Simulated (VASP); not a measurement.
The system is CuNi3.

```
CELL_PARAMETERS angstrom
-1.75621 1.75621 3.46918
1.75621 -1.75621 3.46918
1.75621 1.75621 -3.46918
ATOMIC_POSITIONS crystal
Cu 0.00000 0.00000 0.00000
Ni 0.75000 0.25000 0.50000
Ni 0.25000 0.75000 0.50000
Ni 0.50000 0.50000 0.00000
```

Base run:

- Program: VASP 6.6.1
- Functional: PBEsol
- Dispersion: D4
- Potentials or basis: VASP PAW PBE potentials, release 64 (Cu, Ni)
- Cutoff: 520 eV
- k mesh: 9 × 9 × 9, shifted
- Occupations: gaussian, width 0.1 eV
- Spin: collinear spin, ferromagnetic start
- Starting moments: [0.0, 2.0, 2.0, 2.0] μB

Its results: pressure -6.0 GPa; net moment 1.48 μB per cell; site moments Cu +0.00; Ni +0.49, +0.52 μB.

Problem. The run is repeated on the same cell with these changes: dispersion from D4 to none. What comes out?

Solution. Pressure -2.1 GPa; net moment 1.48 μB per cell; site moments Cu +0.00; Ni +0.49, +0.52 μB.

Dispersion adds attraction, which lowers the pressure at fixed volume and, as a term added to the energy, leaves the levels alone.

Caveats: the PAW data sets were made with another functional, which shifts forces and pressure a little; pairwise dispersion overbinds metals, which lowers pressure and volume (some runs).
